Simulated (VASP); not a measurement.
The system is Os.

```
Os
1.0
     2.73938    0.00000    0.00000
    -1.36969    2.37237    0.00000
     0.00000    0.00000    4.31382
Os
2
Cartesian
  0.0000 1.5816 1.0785
  1.3697 0.7908 3.2354
```

Base run:

| Property | Result |
| --- | --- |
| Program | VASP 6.6.1 |
| Functional | r2SCAN |
| Potentials or basis | VASP PAW PBE potentials, release 64 (Os) |
| Cutoff | 520 eV |
| k mesh | 13 × 13 × 7 |
| Occupations | gaussian, width 0.6 eV |
| Spin | no spin polarisation |

Its results: band gap on the k mesh zero (band 8 reaches 11.37 eV, above the bottom of band 9 at 7.39 eV); pressure 1.8 GPa.

**Question.** The run is repeated on the same cell with these changes: occupations from gaussian, width 0.6 eV to methfessel-paxton, width 1 eV. What comes out?

**Answer.** Band gap on the k mesh zero (band 8 reaches 11.36 eV, above the bottom of band 9 at 7.39 eV); pressure 0.4 GPa.

Caveats: the PAW data sets were made with another functional, which shifts forces and pressure a little; spin-orbit coupling is left out, which moves the levels of the heavy elements.
